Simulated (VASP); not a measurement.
Set up this calculation in VASP 6.6.1, as the native input.

```yaml
Task: single point
Functional: revPBE
Potentials_or_basis: VASP PAW PBE potentials, release 64 (Ir)
Cutoff: 520 eV
k_mesh: 11 × 11 × 11
Occupations: fermi-dirac, width 0.1 eV
Spin: no spin polarisation
Dipole_correction: no
Further_INCAR_settings: ALGO = Normal; EDIFF = 1e-07; NBANDS = 16
```

The structure of Ir lies in POSCAR:

```
Ir
1.0
    0.0000000000      2.6787854367      2.6787854367
    2.6787854367      0.0000000000      2.6787854367
    2.6787854367      2.6787854367      0.0000000000
Ir
2
Direct
    0.1250000000      0.1250000000      0.1250000000
    0.8750000000      0.8750000000      0.8750000000
```

This cell differs from its parent crystal: volume scaled by 0.88.

These files were run (other wordings do the same):

INCAR

```
PREC     = Accurate       # precision mode
ENCUT    = 520            # plane-wave cutoff, eV
EDIFF    = 1E-7           # SCF threshold, eV
ISMEAR   = -1             # smearing method
SIGMA    = 0.1            # smearing width, eV
LREAL    = F              # projectors in reciprocal space
LASPH    = T              # aspherical terms in the spheres
NELM     = 80             # most SCF steps
ALGO     = Normal         # electronic algorithm
ISIF     = 2              # what is computed and relaxed
LWAVE    = F              # write WAVECAR
LCHARG   = T              # write CHGCAR
GGA      = RE             # functional
LELF     = T              # ELF
LVHAR    = T            
NBANDS   = 16             # bands
```

KPOINTS

```
regular mesh
0
Gamma
  11 11 11
```

Potentials or basis: VASP PAW PBE potentials, release 64 (Ir).

Run with:

```bash
$ cat potpaw_PBE.64/Ir/POTCAR > POTCAR
$ mpirun -np 1 vasp_std > vasp.out
```

Results of the run:

* Pressure: 29.5 GPa
* Band gap on the k mesh: zero (band 9 reaches 7.90 eV, above the bottom of band 10 at 6.18 eV)

Caveat: the PAW data sets were made with another functional, which shifts forces and pressure a little; spin-orbit coupling is left out, which moves the levels of the heavy elements.

Run time: 34 s on 1 thread of Intel(R) Xeon(R) Platinum 8259CL CPU @ 2.50GHz (Skylake/Cascade Lake), with other jobs on the host, peak memory 0.17 GiB.
